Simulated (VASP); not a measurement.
MgS (Niningerite):

```
CELL_PARAMETERS angstrom
0.00000 2.60152 2.60152
2.60152 0.00000 2.60152
2.60152 2.60152 0.00000
ATOMIC_POSITIONS crystal
Mg 0.00000 0.00000 0.00000
S 0.50000 0.50000 0.50000
```

Base run:

```yaml
Program: VASP 6.6.1
Functional: PBEsol
Potentials_or_basis: VASP PAW PBE potentials, release 64 (Mg, S)
Cutoff: 600 eV
k_mesh: 6 × 6 × 6
Occupations: gaussian, width 0.01 eV
Spin: no spin polarisation
```

Its results: band gap on the k mesh 2.70 eV, indirect (least direct gap 3.59 eV); pressure -1.1 GPa.

Question: After a change of settings the same cell gave: band gap on the k mesh 3.06 eV, indirect (least direct gap 4.05 eV); pressure 0.6 GPa. Which change was it?
A. functional from PBEsol to LDA; potentials or basis from VASP PAW PBE potentials, release 64 (Mg, S) to VASP PAW LDA potentials, release 64 (Mg, S)
B. occupations from gaussian, width 0.01 eV to gaussian, width 0.5 eV
C. functional from PBEsol to PBE-based screened hybrid; cutoff from 600 eV to 520 eV; k mesh from 6 × 6 × 6 to 4 × 4 × 4
D. k mesh from 6 × 6 × 6 to 5 × 5 × 5

Answer: C.

Caveats: some runs use coarse meshes; the PAW data sets were made with another functional, which shifts forces and pressure a little.
